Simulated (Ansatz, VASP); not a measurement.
## One calculation of CdSe, two programs

```
Cd Se
1.0
     4.30000    0.00000    0.00000
    -2.15000    3.72391    0.00000
     0.00000    0.00000    7.02000
Cd Se
2 2
Cartesian
  0.0000 2.4826 0.0341
  2.1500 1.2413 3.5441
  0.0000 2.4826 2.6686
  2.1500 1.2413 6.1786
```

Alike in both runs: functional PBE; k mesh 8 × 8 × 4; occupations fermi-dirac, width 0.02 eV; no spin polarisation.

Ansatz relaxed the structure, and its values are those at the end. VASP's run is a single point on that final structure, the one shown.

```csv
,VASP,Ansatz
version,VASP 6.6.1,Ansatz 0.2.0
potentials or method,"VASP PAW PBE potentials, release 64 (Cd, Se)","plane-wave PAW, scalar-relativistic"
plane-wave cutoff (eV),520,420
valence electrons in the cell,36,72
```

```csv
,VASP,Ansatz,Ansatz less VASP
pressure (GPa),3.2,2.9,-0.32
rms of the force components (eV/Å),0.005,0.005,+0.0005
```

VASP's potentials hold 36 valence electrons a cell and Ansatz's 72, so a difference there can come from the potentials and not from the codes. Ansatz's warnings: stress scf threshold loose.
